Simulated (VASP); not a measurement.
# WSe3 (Pm-3m) in VASP: vibrations by perturbation theory with PBEsol

Aim: the vibrations by perturbation theory of WSe3 with PBEsol.

Program: VASP 6.6.1. These are calculated values, not measurements. Logs are shortened: lines on timing, memory, paths and dates and some standing lists are left out, and cuts for length are marked.

## 1. The cell of the first run

The structure is cubic, space group Pm-3m (No. 221). Conventional cell: a = 4.891 Å, b = 4.891 Å, c = 4.891 Å, α = 90.00°, β = 90.00°, γ = 90.00°. W (site symmetry m-3m) has 6 Se at 2.45 Å within 3.2 Å. Se (site symmetry 4/mmm) has 2 W at 2.45 Å within 3.2 Å.

## 2. Vibrations by perturbation theory, PBEsol

File INCAR:

```
SYSTEM = WSe3
PREC = Accurate
ENCUT = 520
EDIFF = 1E-8
ISMEAR = -1
SIGMA = 0.15
LREAL = .False.
LASPH = .True.
NELM = 80
ALGO = Normal
ISIF = 2
LWAVE = .False.
LCHARG = .False.
GGA = PS
IBRION = 8
NSW = 1
```

File KPOINTS:

```
Automatic mesh
0
Gamma
  10 10 10
  0 0 0
```

File POSCAR:

```
WSe3
1.0
    4.8914385629      0.0000000000      0.0000000000
    0.0000000000      4.8914385629      0.0000000000
    0.0000000000      0.0000000000      4.8914385629
W Se
1 3
Direct
    0.0000000000      0.0000000000      0.0000000000
    0.0000000000      0.0000000000      0.5000000000
    0.0000000000      0.5000000000      0.0000000000
    0.5000000000      0.0000000000      0.0000000000
```

Potentials or basis: VASP PAW PBE potentials, release 64 (W_sv, Se).

On the command line:

```sh
$ cat potpaw_PBE.64/W_sv/POTCAR potpaw_PBE.64/Se/POTCAR > POTCAR
$ mpirun -np 1 vasp_std > vasp.out
```

OUTCAR:

```text
SYSTEM = WSe3
   PREC = Accurate
   ENCUT = 520
   EDIFF = 1E-8
   ISMEAR = -1
   LREAL = .False.
   LASPH = .True.
   NELM = 80
   ISIF = 2
   GGA = PS
   IBRION = 8
   NSW = 1

 ion  position               nearest neighbor table
   1  0.000  0.000  0.000-   2 2.45   3 2.45   4 2.45   2 2.45   3 2.45   4 2.45
   2  0.000  0.000  0.500-   1 2.45   1 2.45
   3  0.000  0.500  0.000-   1 2.45   1 2.45
   4  0.500  0.000  0.000-   1 2.45   1 2.45

  LATTYP: Found a simple cubic cell.
 ALAT       =     4.8914385629

  Lattice vectors:

 A1 = (   4.8914385629,   0.0000000000,   0.0000000000)
 A2 = (   0.0000000000,   4.8914385629,   0.0000000000)
 A3 = (   0.0000000000,   0.0000000000,   4.8914385629)

Analysis of symmetry for initial positions (statically):
=====================================================================
 Subroutine PRICEL returns:
 Original cell was already a primitive cell.

 Routine SETGRP: Setting up the symmetry group for a
 simple cubic supercell.

 Subroutine GETGRP returns: Found 48 space group operations
 (whereof 48 operations were pure point group operations)
 out of a pool of 48 trial point group operations.

The static configuration has the point symmetry O_h .

Analysis of symmetry for dynamics (positions and initial velocities):
=====================================================================
 Subroutine PRICEL returns:
 Original cell was already a primitive cell.

 Routine SETGRP: Setting up the symmetry group for a
 simple cubic supercell.

 Subroutine GETGRP returns: Found 48 space group operations
 (whereof 48 operations were pure point group operations)
 out of a pool of 48 trial point group operations.

The dynamic configuration has the point symmetry O_h .

 Subroutine INISYM returns: Found 48 space group operations
 (whereof 48 operations are pure point group operations),
 and found     1 'primitive' translations

----------------------------------------------------------------------------------------

                                     Primitive cell

  volume of cell :     117.0334

  direct lattice vectors                    reciprocal lattice vectors
     4.891438563  0.000000000  0.000000000     0.204438835  0.000000000  0.000000000
     0.000000000  4.891438563  0.000000000     0.000000000  0.204438835  0.000000000
     0.000000000  0.000000000  4.891438563     0.000000000  0.000000000  0.204438835

  length of vectors
     4.891438563  4.891438563  4.891438563     0.204438835  0.204438835  0.204438835

  position of ions in fractional coordinates (direct lattice)
     0.000000000  0.000000000  0.000000000
     0.000000000  0.000000000  0.500000000
     0.000000000  0.500000000  0.000000000
     0.500000000  0.000000000  0.000000000

  ion indices of the primitive-cell ions
   primitive index   ion index
                 1           1
                 2           2
                 3           3
                 4           4

----------------------------------------------------------------------------------------

 KPOINTS: Automatic mesh

[... 114 lines left out ...]
  energy without entropy =      -24.25177616  energy(sigma->0) =      -24.35452082

 E-fermi :   2.4422     XC(G=0):  -8.6346

 val. band max:        2.4359941506   @ k =   0.5000   0.3000   0.3000
 cond. band min:       2.5389978236   @ k =   0.2000   0.2000   0.1000
 fundamental gap:      0.1030036730
 Fermi energy:         2.4421792114

 k-point     1 :       0.0000    0.0000    0.0000
  band No.  band energies     occupation
      1     -72.7281      2.00000
      2     -36.9473      2.00000
      3     -36.9473      2.00000
      4     -36.9473      2.00000
      5     -11.8898      2.00000
      6     -10.3539      2.00000
[... 541 lines left out ...]
     19       3.2497      0.00914
     20       4.0390      0.00005

 [... further k-points ...]

------------------------ aborting loop because EDIFF is reached ----------------------------------------

  FORCE on cell =-STRESS in cart. coord.  units (eV):
  Direction    XX          YY          ZZ          XY          YZ          ZX
  --------------------------------------------------------------------------------------
  -------------------------------------------------------------------------------------
  Total        0.1329905      0.1329905      0.1329905      0.0000000      0.0000000      0.0000000
  in kB        1.8206283      1.8206283      1.8206283      0.0000000      0.0000000      0.0000000
  external PRESSURE =       1.8206283 kB  Pullay stress =       0.0000000 kB

 VOLUME and BASIS-vectors are now :
 -----------------------------------------------------------------------------
  energy-cutoff  :      520.00
  volume of cell :      117.03
      direct lattice vectors                 reciprocal lattice vectors
     4.891438563  0.000000000  0.000000000     0.204438835  0.000000000  0.000000000
     0.000000000  4.891438563  0.000000000     0.000000000  0.204438835  0.000000000
     0.000000000  0.000000000  4.891438563     0.000000000  0.000000000  0.204438835

 POSITION                                       TOTAL-FORCE (eV/Angst)
 -----------------------------------------------------------------------------------
      0.00000      0.00000      0.00000         0.000000      0.000000      0.000000
      0.00000      0.00000      2.44572         0.000000      0.000000      0.000000
      0.00000      2.44572      0.00000         0.000000      0.000000      0.000000
      2.44572      0.00000      0.00000         0.000000      0.000000      0.000000
 -----------------------------------------------------------------------------------
    total drift:                               -0.000000     -0.000000     -0.000000

  FREE ENERGIE OF THE ION-ELECTRON SYSTEM (eV)
  ---------------------------------------------------
  free  energy   TOTEN  =       -24.4572654860 eV

  energy  without entropy=      -24.2517761613  energy(sigma->0) =      -24.35452082

[... ionic steps 2 to 3 ...]

--------------------------------------- Ionic step        4  -------------------------------------------

------------------------ aborting loop because EDIFF is reached ----------------------------------------
[... 7 lines left out ...]
[... ionic steps 8 to 8 ...]

--------------------------------------- Ionic step        9  -------------------------------------------

 Free energy of the ion-electron system (eV)
  ---------------------------------------------------
  ---------------------------------------------------
  free energy    TOTEN  =        -0.09305867 eV

  energy without entropy =       -0.09305855

------------------------ aborting loop because EDIFF is reached ----------------------------------------

 INTERNAL STRAIN TENSOR  FOR ION    2  DIRECTION 3   (eV/Angst):
 -----------------------------------------------------------------------------
    -0.02849  0.00000 -0.00000
     0.00000 -0.02849  0.00000
    -0.00000  0.00000  0.02657

 INTERNAL STRAIN TENSOR FOR ION    4 for displacements in x,y,z  (eV/Angst):
          X           Y           Z          XY          YZ          ZX
  --------------------------------------------------------------------------------
  x     0.00000     0.00000     0.00000     0.00000     0.00000     0.00000
  y     0.00000     0.00000     0.00000     0.00000     0.00000     0.00000
  z     0.00000     0.00000     0.00000     0.00000     0.00000     0.00000

 SECOND DERIVATIVES (NOT SYMMETRIZED)
 ------------------------------------
               1X          1Y          1Z          2X          2Y          2Z          3X          3Y          3Z          4X          4Y          4Z
  1X    -3.593835    0.000000    0.000000   -2.027032   -0.000000   -0.000000   -2.027032    0.000000   -0.000000    7.647900   -0.000000   -0.000000
  1Y     0.000000   -3.593835   -0.000000   -0.000000   -2.027032    0.000000   -0.000000    7.647900   -0.000000    0.000000   -2.027032    0.000000
  1Z     0.000000    0.000000   -3.593835    0.000000    0.000000    7.647900   -0.000000   -0.000000   -2.027032   -0.000000   -0.000000   -2.027032
  2X    -2.028511    0.000000    0.000000   -0.868232    0.000000    0.000000   -0.353159    0.000000    0.000000    3.249902    0.000000    0.000000
  2Y     0.000000   -2.028511    0.000000    0.000000   -0.868232    0.000000    0.000000    3.249902    0.000000    0.000000   -0.353159    0.000000
  2Z    -0.000000    0.000000    7.652690   -0.000000   -0.000000  -14.150518   -0.000000    0.000000    3.248914    0.000000    0.000000    3.248914
  3X    -2.028511    0.000000    0.000000   -0.353159    0.000000    0.000000   -0.868232    0.000000    0.000000    3.249902    0.000000    0.000000
  3Y     0.000000    7.652690   -0.000000    0.000000    3.248914    0.000000    0.000000  -14.150518   -0.000000    0.000000    3.248914   -0.000000
  3Z     0.000000    0.000000   -2.028511    0.000000    0.000000    3.249902    0.000000    0.000000   -0.868232    0.000000    0.000000   -0.353159
  4X     7.652690   -0.000000    0.000000    3.248914   -0.000000    0.000000    3.248914   -0.000000    0.000000  -14.150518   -0.000000   -0.000000
  4Y     0.000000   -2.028511    0.000000    0.000000   -0.353159    0.000000    0.000000    3.249902    0.000000    0.000000   -0.868232    0.000000
  4Z     0.000000    0.000000   -2.028511    0.000000    0.000000    3.249902    0.000000    0.000000   -0.353159    0.000000    0.000000   -0.868232

 Eigenvectors and eigenvalues of the dynamical matrix
 ----------------------------------------------------

   1 f  =    7.342791 THz    46.136119 2PiTHz  244.929159 cm-1    30.367332 meV
             X         Y         Z           dx          dy          dz
      0.000000  0.000000  0.000000    -0.183744   -0.261122    0.000000
      0.000000  0.000000  2.445719    -0.119126   -0.169292    0.000000
      0.000000  2.445719  0.000000    -0.119126    0.737105    0.000000
      2.445719  0.000000  0.000000     0.518680   -0.169292    0.000000
[... 71 lines left out ...]
  12 f/i=    1.248757 THz     7.846169 2PiTHz   41.654037 cm-1     5.164440 meV
             X         Y         Z           dx          dy          dz
      0.000000  0.000000  0.000000    -0.009266   -0.004142    0.679022
      0.000000  0.000000  2.445719     0.007082    0.003166    0.002152
      0.000000  2.445719  0.000000     0.007082   -0.000013   -0.518990
      2.445719  0.000000  0.000000    -0.000029    0.003166   -0.518990

--------------------------------------------------------------------------------------------------------

 ELASTIC MODULI CONTR FROM IONIC RELAXATION (kBar)
 Direction    XX          YY          ZZ          XY          YZ          ZX
 --------------------------------------------------------------------------------
 XX           0.0000      0.0000      0.0000      0.0000      0.0000      0.0000
 YY           0.0000      0.0000      0.0000      0.0000      0.0000      0.0000
 ZZ           0.0000      0.0000      0.0000      0.0000      0.0000      0.0000
 XY           0.0000      0.0000      0.0000      0.0000      0.0000      0.0000
 YZ           0.0000      0.0000      0.0000      0.0000      0.0000      0.0000
 ZX           0.0000      0.0000      0.0000      0.0000      0.0000      0.0000
 --------------------------------------------------------------------------------
```

Wall time 17 min (1 thread of AMD EPYC 9R45 (Zen 5), shared host); peak memory 1 GiB.

Results:

```yaml
Highest_phonon_frequency_at_Γ_LO-TO_splitting_left_out: 245 cm⁻¹
Most_unstable_mode: 42i cm⁻¹
```

Phonon frequencies in cm⁻¹ (negative: imaginary):
```
              q point                             frequencies
(0.000, 0.000, 0.000)  -42 -42 -42 0 0 0 42 42 42 245 245 245
```

Caveat: some modes are imaginary; the PAW data sets were made with another functional, which shifts forces and pressure a little; spin-orbit coupling is left out, which moves the levels of the heavy elements.
